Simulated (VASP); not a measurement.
Here is a VASP 6.6.1 calculation.

Contents of INCAR:

```
SYSTEM = P
PREC = Accurate ; ENCUT = 600
EDIFF = 1E-6 ; ISMEAR = 0
SIGMA = 0.2 ; LREAL = .FALSE.
LASPH = .TRUE. ; NELM = 60
ALGO = Normal ; ISIF = 3
LWAVE = .FALSE. ; LCHARG = .FALSE.
GGA = PE ; IBRION = 2
NSW = 80 ; EDIFFG = -0.025
```

Contents of KPOINTS:

```
Automatic mesh
0
G
  8 4 4
  0 0 0
```

POSCAR

```
P
1.0
   -0.0144518359     -0.0201481522      2.4676048025
    4.9458127150     -0.1046619533     -0.0289036718
   -0.1046619533      4.8948427453     -0.0402963043
P
4
Direct
   -0.0020747430     -0.0122430522     -0.0117138994
    0.9954641023      0.0017844714      0.4949806612
    0.9913020035      0.5094408473      1.0080609720
    1.0153086373      0.5010177334      0.5086722663
```

Potentials or basis: VASP PAW PBE potentials, release 64 (P).

Launch:

```sh
$ cat potpaw_PBE.64/P/POTCAR > POTCAR
$ mpirun -np 1 vasp_std > vasp.out
```

(1) What does it give for the relaxed cell?

(2) Predict the band gap on the k mesh.

## Answers

(1) a = 2.457 Å, b = 4.879 Å, c = 4.900 Å, α = 90.04°, β = 90.10°, γ = 90.11°.

(2) zero (bands 10 and 11 overlap by 7.62 eV).
